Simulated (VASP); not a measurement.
# Ga (I4_1/amd) in VASP: relaxation of cell and atoms with LDA

Aim: the relaxation of cell and atoms of Ga with LDA.

Everything below comes from runs of VASP 6.6.1. Logs are shortened: lines on timing, memory, paths and dates and some standing lists are left out, and cuts for length are marked.

### 1 The cell of the first run

It takes space group I4_1/amd (No. 141, tetragonal). Conventional cell: a = 3.845 Å, b = 3.845 Å, c = 2.013 Å, α = 90.00°, β = 90.00°, γ = 90.00°. Within 2.6 Å of Ga (site symmetry -4m2) lie 10 Ga at 1.99 to 2.44 Å.

### 2 Relaxation of cell and atoms, LDA, target pressure 450 GPa, at which the enthalpy is minimised

Input file INCAR:

```
PREC = Accurate ; ENCUT = 600
EDIFF = 1E-6 ; ISMEAR = -1
SIGMA = 0.1 ; LREAL = False
LASPH = True ; NELM = 80
ALGO = Normal ; ISIF = 3
LWAVE = False ; LCHARG = False
IBRION = 2 ; NSW = 32
EDIFFG = -0.005 ; PSTRESS = 4500.0
```

Input file KPOINTS:

```
regular mesh
0
Gamma
  20 20 20
```

Input file POSCAR:

```
Ga
1.0
   -1.9224524590      1.9224524590      1.0063249121
    1.9224524590     -1.9224524590      1.0063249121
    1.9224524590      1.9224524590     -1.0063249121
Ga
2
Direct
   -0.3750000000     -0.1250000000     -0.2500000000
    0.3750000000      0.1250000000      0.2500000000
```

Potentials or basis: VASP PAW LDA potentials, release 64 (Ga_d).

Run with:

```console
> cat potpaw_LDA.64/Ga_d/POTCAR > POTCAR
> mpirun -np 1 vasp_std > vasp.out
```

OUTCAR:

```text
PREC = Accurate
   ENCUT = 600
   EDIFF = 1E-6
   ISMEAR = -1
   LREAL = False
   LASPH = True
   NELM = 80
   ISIF = 3
   IBRION = 2
   NSW = 32
   EDIFFG = -0.005
   PSTRESS = 4500.0

 ion  position               nearest neighbor table
   1  0.625  0.875  0.750-   2 1.99   2 1.99   2 1.99   2 1.99   2 2.44   2 2.44   2 2.44   2 2.44

   2  0.375  0.125  0.250-   1 1.99   1 1.99   1 1.99   1 1.99   1 2.44   1 2.44   1 2.44   1 2.44

  LATTYP: Found a body centered tetragonal cell.
 ALAT       =     3.8449049180
 C/A-ratio  =     0.5234589326

  Lattice vectors:

 A1 = (  -1.9224524590,   1.9224524590,   1.0063249121)
 A2 = (   1.9224524590,  -1.9224524590,   1.0063249121)
 A3 = (   1.9224524590,   1.9224524590,  -1.0063249121)

Analysis of symmetry for initial positions (statically):
=====================================================================
 Subroutine PRICEL returns:
 Original cell was already a primitive cell.

 Routine SETGRP: Setting up the symmetry group for a
 body centered tetragonal supercell.

 Subroutine GETGRP returns: Found 16 space group operations
 (whereof  4 operations were pure point group operations)
 out of a pool of 16 trial point group operations.

The static configuration has the point symmetry C_2h.
 The point group associated with its full space group is D_4h.

Analysis of symmetry for dynamics (positions and initial velocities):
=====================================================================
 Subroutine PRICEL returns:
 Original cell was already a primitive cell.

 Routine SETGRP: Setting up the symmetry group for a
 body centered tetragonal supercell.

 Subroutine GETGRP returns: Found 16 space group operations
 (whereof  4 operations were pure point group operations)
 out of a pool of 16 trial point group operations.

The dynamic configuration has the point symmetry C_2h.
 The point group associated with its full space group is D_4h.

 Subroutine INISYM returns: Found 16 space group operations
 (whereof  4 operations are pure point group operations),
 and found     1 'primitive' translations

----------------------------------------------------------------------------------------

                                     Primitive cell

  volume of cell :      14.8768

  direct lattice vectors                    reciprocal lattice vectors
    -1.922452459  1.922452459  1.006324912     0.000000000  0.260084455  0.496857420
     1.922452459 -1.922452459  1.006324912     0.260084455  0.000000000  0.496857420
     1.922452459  1.922452459 -1.006324912     0.260084455  0.260084455  0.000000000

  length of vectors
     2.899023412  2.899023412  2.899023412     0.560812999  0.560812999  0.367814964

  position of ions in fractional coordinates (direct lattice)
     0.625000000  0.875000000  0.750000000
     0.375000000  0.125000000  0.250000000

  ion indices of the primitive-cell ions
   primitive index   ion index
                 1           1
                 2           2

----------------------------------------------------------------------------------------

 KPOINTS: regular mesh

Automatic generation of k-mesh.
 Grid dimensions read from file:
 generate k-points for:   20   20   20

 Generating k-lattice:

  Cartesian coordinates                     Fractional coordinates (reciprocal lattice)
     0.000000000  0.013004223  0.024842871     0.050000000  0.000000000 -0.000000000
     0.013004223  0.000000000  0.024842871     0.000000000  0.050000000 -0.000000000
     0.013004223  0.013004223  0.000000000     0.000000000  0.000000000  0.050000000

  Length of vectors
     0.028040650  0.028040650  0.018390748

  Shift w.r.t. Gamma in fractional coordinates (k-lattice)
     0.000000000  0.000000000  0.000000000

 Subroutine IBZKPT returns following result:
 ===========================================

 Found    641 irreducible k-points:

 Following reciprocal coordinates:
            Coordinates               Weight
  0.000000  0.000000  0.000000      1.000000
  0.050000 -0.000000  0.000000      8.000000
  0.100000 -0.000000  0.000000      8.000000
  0.150000 -0.000000  0.000000      8.000000
  0.200000 -0.000000  0.000000      8.000000
  0.250000 -0.000000  0.000000      8.000000
[... 16 lines left out ...]
 -0.400000  0.050000 -0.000000     16.000000
 -0.350000  0.050000 -0.000000     16.000000
 [... further k-points ...]
   k-points           NKPTS =    641   k-points in BZ     NKDIM =    641   number of bands    NBANDS=     17
   number of dos      NEDOS =    301   number of ions     NIONS =      2
   total plane-waves  NPLWV =  13824
   dimension x,y,z NGX =    24 NGY =   24 NGZ =   24
   dimension x,y,z NGXF=    48 NGYF=   48 NGZF=   48
   ions per type =               2
   NGX,Y,Z   is equivalent  to a cutoff of  13.76, 13.76, 13.76 a.u.
   NGXF,Y,Z  is equivalent  to a cutoff of  27.53, 27.53, 27.53 a.u.
 SYSTEM =  unknown system
   PREC   = accura    normal or accurate (medium, high low for compatibility)
   ISTART =      0    job   : 0-new  1-cont  2-samecut
   ICHARG =      2    charge: 1-file 2-atom 10-const
   ISPIN  =      1    spin polarized calculation?
   LNONCOLLINEAR =      F non collinear calculations
   LSORBIT =      F    spin-orbit coupling
   LASPH  =      T    aspherical Exc in radial PAW
   ENCUT  =  600.0 eV  44.10 Ry    6.64 a.u.   5.79  5.79  5.79*2*pi/ulx,y,z
   NELM   =     80;   NELMIN=  2; NELMDL= -5     # of ELM steps
   EDIFF  = 0.1E-05   stopping-criterion for ELM
   LREAL  =      F    real-space projection
   EDIFFG = -.5E-02   stopping-criterion for IOM
   NSW    =     32    number of steps for IOM
   IBRION =      2    ionic relax: 0-MD 1-quasi-New 2-CG
   NFREE  =      1    steps in history (QN), initial steepest desc. (CG)
   ISIF   =      3    stress and relaxation
   ISYM   =      2    0-nonsym 1-usesym 2-fastsym
   POTIM  = 0.5000    time-step for ionic-motion
   TEBEG  =    0.0;   TEEND  =   0.0 temperature during run
   PSTRESS= 4500.0 pullay stress
   NELECT =      26.0000    total number of electrons
   NUPDOWN=      -1.0000    fix difference up-down
   EMIN   =  10.00;   EMAX   =-10.00  energy-range for DOS
   EFERMI =   0.00;   METHOD = LEGACY
   ISMEAR =    -1;   SIGMA  =   0.10  broadening in eV -4-tet -1-fermi 0-gaus
   EFERMI_NEDOS =   21; number of points for ismear=-14 and -15
   IALGO  =     38    algorithm
   IMIX   =      4    mixing-type and parameters
     AMIX     =   0.40;   BMIX     =  1.00
     AMIX_MAG =   1.60;   BMIX_MAG =  1.00
  volume/ion in A,a.u.               =       7.44        50.20
  Fermi-wavevector in a.u.,A,eV,Ry     =   1.971951  3.726447 52.907493  3.888591
  Thomas-Fermi vector in A             =   2.994346
   LORBIT       =      0    0 simple, 1 ext, 2 COOP (PROOUT), +10 PAW based schemes
   GGA     = CA    functional components
   LHFCALC =     F    Hartree Fock is set to
   AEXX    =    0.0000 exact exchange contribution
   IVDW    =     0    specifies the selected vdW correction
   LEPSILON=     F    determine dielectric tensor
   LRPA    =     F    only Hartree local field effects (RPA)
 conjugate gradient relaxation of ions
 non-spin polarized calculation
  energy-cutoff  :      600.00
  volume of cell :       14.88
 maximum number of plane-waves:       509
   NGX = 11   NGY = 11   NGZ = 11

--------------------------------------- Ionic step        1  -------------------------------------------

 number of electron      26.0000006 magnetization

 Free energy of the ion-electron system (eV)
  ---------------------------------------------------
  ext. energy  EPLUGINS =         0.00000000
  ---------------------------------------------------
  free energy    TOTEN  =         6.03722393 eV

  energy without entropy =        6.05612738  energy(sigma->0) =        6.04667565

------------------------ aborting loop because EDIFF is reached ----------------------------------------

  FORCE on cell =-STRESS in cart. coord.  units (eV):
  Direction    XX          YY          ZZ          XY          YZ          ZX
  --------------------------------------------------------------------------------------
  -------------------------------------------------------------------------------------
  Total       43.3823890     43.3823890     43.2860003      0.0000000     -0.0000000      0.0000000
  in kB     4672.1267193   4672.1267193   4661.7460077      0.0000000     -0.0000000      0.0000000
  external PRESSURE =     168.6664821 kB  Pullay stress =    4500.0000000 kB
[... 93 lines left out ...]
  FREE ENERGIE OF THE ION-ELECTRON SYSTEM (eV)
  ---------------------------------------------------
  free  energy   TOTEN  =         5.5764208748 eV

  energy  without entropy=        5.5953402323  energy(sigma->0) =        5.58588055

  enthalpy is  TOTEN    =        47.8137216635 eV   P V=       42.2373007887

[... ionic steps 4 to 7 ...]

--------------------------------------- Ionic step        8  -------------------------------------------

 number of electron      26.0000005 magnetization

------------------------ aborting loop because EDIFF is reached ----------------------------------------

  FORCE on cell =-STRESS in cart. coord.  units (eV):
  Direction    XX          YY          ZZ          XY          YZ          ZX
  --------------------------------------------------------------------------------------
  -------------------------------------------------------------------------------------
  Total       42.1118777     42.1118777     42.2714309      0.0000000      0.0000000      0.0000000
  in kB     4488.2945667   4488.2945667   4505.2997855      0.0000000      0.0000000      0.0000000
  external PRESSURE =      -6.0370271 kB  Pullay stress =    4500.0000000 kB
[... 61 lines left out ...]
  enthalpy is  TOTEN    =        47.8136627452 eV   P V=       42.2045673974

--------------------------------------- Ionic step       10  -------------------------------------------

 number of electron      26.0000006 magnetization

 Free energy of the ion-electron system (eV)
  ---------------------------------------------------
  ext. energy  EPLUGINS =         0.00000000
  ---------------------------------------------------
  free energy    TOTEN  =         5.60862488 eV

  energy without entropy =        5.62746545  energy(sigma->0) =        5.61804516

 E-fermi :  19.0405     XC(G=0): -16.9467

 val. band max:       19.0359734750   @ k =  -0.3000  -0.3500   0.1000
 cond. band min:      19.0520203687   @ k =   0.3500   0.1000   0.0500
 fundamental gap:      0.0160468937
 Fermi energy:        19.0405362357

 k-point     1 :       0.0000    0.0000    0.0000
  band No.  band energies     occupation
      1      -2.4597      2.00000
      2      -1.2067      2.00000
      3      -0.9245      2.00000
      4      -0.5579      2.00000
      5      -0.3716      2.00000
      6       1.7764      2.00000
[... 9 lines left out ...]
     16      36.7519      0.00000
     17      36.7519      0.00000
[... 443 lines left out ...]
      1      -0.6055      2.00000
      2      -0.4727      2.00000
      3      -0.3282      2.00000
      4       0.3339      2.00000
      5       0.5618      2.00000
      6       1.1665      2.00000
[... 9 lines left out ...]
     16      29.6079      0.00000
     17      30.5587      0.00000

 [... further k-points ...]

------------------------ aborting loop because EDIFF is reached ----------------------------------------

  FORCE on cell =-STRESS in cart. coord.  units (eV):
  Direction    XX          YY          ZZ          XY          YZ          ZX
  --------------------------------------------------------------------------------------
  -------------------------------------------------------------------------------------
  Total       42.2007495     42.2007495     42.2035397      0.0000000      0.0000000      0.0000000
  in kB     4499.5427477   4499.5427477   4499.8402446      0.0000000      0.0000000      0.0000000
  external PRESSURE =      -0.3580867 kB  Pullay stress =    4500.0000000 kB
[... 17 lines left out ...]
  FREE ENERGIE OF THE ION-ELECTRON SYSTEM (eV)
  ---------------------------------------------------
  free  energy   TOTEN  =         5.6086248782 eV

  energy  without entropy=        5.6274654457  energy(sigma->0) =        5.61804516

  enthalpy is  TOTEN    =        47.8136629457 eV   P V=       42.2050380675

 reached required accuracy - stopping structural energy minimisation
```

Wall time 9.1 min (1 thread of AMD EPYC 7R13, shared host); peak memory 0.29 GiB.

What came out:

```yaml
Free_energy: 5.6086 eV
Relaxed_volume: 7.51 Å³/atom
Relaxed_cell: a = 2.909 Å, b = 2.909 Å, c = 2.909 Å, α = 96.91°, β = 96.91°, γ = 139.41°
Space_group_after_relaxing_to_0.05_Å: I4_1/amd (No. 141)
Energy_change_on_relaxing_the_enthalpy_is_what_falls: -214.3 meV/atom
Ionic_steps: 10
Pressure_after_relaxing: 450.0 GPa
Band_gap_on_the_k_mesh: zero (band 13 reaches 24.97 eV, above the bottom of band 14 at 11.86 eV)
```

Step by step:
```
step  energy change (eV)  largest force (eV/Å)  pressure (GPa)  volume (Å³)
   1              0.0000                0.0000          466.87        14.88
   2             -4.1803                0.0000          311.46        16.63
   3             -0.4608                0.0000          448.76        15.04
   4             -0.4298                0.0000          450.00        15.03
   5             -0.4382                0.0000          449.62        15.03
   6             -0.3487                0.0000          453.10        15.00
   7             -0.4226                0.0000          450.28        15.02
   8             -0.4452                0.0000          449.40        15.03
   9             -0.4281                0.0000          450.23        15.03
  10             -0.4286                0.0000          449.96        15.03
```

Final structure:
```
CELL_PARAMETERS angstrom
-1.92945 1.92945 1.00911
1.92945 -1.92945 1.00911
1.92945 1.92945 -1.00911
ATOMIC_POSITIONS crystal
Ga 0.62500 0.87500 0.75000
Ga 0.37500 0.12500 0.25000
```

Levels at points of the mesh, in eV from the Fermi level:
```
           k point  band 11  band 12  band 13  band 14  band 15  band 16
(0.00, 0.00, 0.00)   -16.02    -2.67    -2.67     4.42     5.61    17.71
(0.50, 0.00, 0.00)    -9.62    -5.88    -0.30     0.46     4.88     5.46
(0.50, 0.50, 0.00)   -15.00   -15.00     4.42     4.42     8.19     8.19
(0.50, 0.50, 0.50)   -11.59   -11.59    -7.18    -7.18    17.46    17.46
```

Caveat: the cell is relaxed towards a set pressure, so the enthalpy falls and the energy may rise.
